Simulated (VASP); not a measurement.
Wanted: the native input for a VASP 6.6.1 run.

```yaml
Task: single point
Functional: PBE
Potentials_or_basis: VASP PAW PBE potentials, release 64 (Ti_sv, C)
Cutoff: 520 eV
k_mesh: 11 × 11 × 7
Occupations: fermi-dirac, width 0.05 eV
Spin: no spin polarisation
Dipole_correction: no
Further_INCAR_settings: ALGO = Normal; EDIFF = 1e-06; NBANDS = 24
```

The structure of TiC (NiAs type) lies in POSCAR:

```
TiC
1.0
    2.7596692806      0.0000000000      0.0000000000
   -1.3798346403      2.3899437030      0.0000000000
    0.0000000000      0.0000000000      5.0277677270
Ti C
2 2
Direct
    0.0000000000      0.0000000000      0.0000000000
    0.0000000000      0.0000000000      0.5000000000
    0.3333333333      0.6666666667      0.2500000000
    0.6666666667      0.3333333333      0.7500000000
```

The input as run:

INCAR

```
SYSTEM = TiC
PREC = Accurate
ENCUT = 520
EDIFF = 1E-6
ISMEAR = -1
SIGMA = 0.05
LREAL = .False.
LASPH = .True.
NELM = 60
ALGO = Normal
ISIF = 2
LWAVE = .False.
LCHARG = .False.
GGA = PE
NBANDS = 24
```

KPOINTS

```
regular mesh
0
Gamma
  11 11 7
  0 0 0
```

Potentials or basis: VASP PAW PBE potentials, release 64 (Ti_sv, C).

Command:

```console
$ cat potpaw_PBE.64/Ti_sv/POTCAR potpaw_PBE.64/C/POTCAR > POTCAR
$ mpirun -np 1 vasp_std > vasp.out
```

Results of the run:

The pressure is 99.6 GPa and the band gap on the k mesh is zero (band 16 reaches 13.27 eV, above the bottom of band 17 at 11.47 eV).

Wall time 46 s on 1 thread of Intel(R) Xeon(R) Platinum 8488C (Sapphire Rapids), with other jobs on the host, peak memory 0.18 GiB.
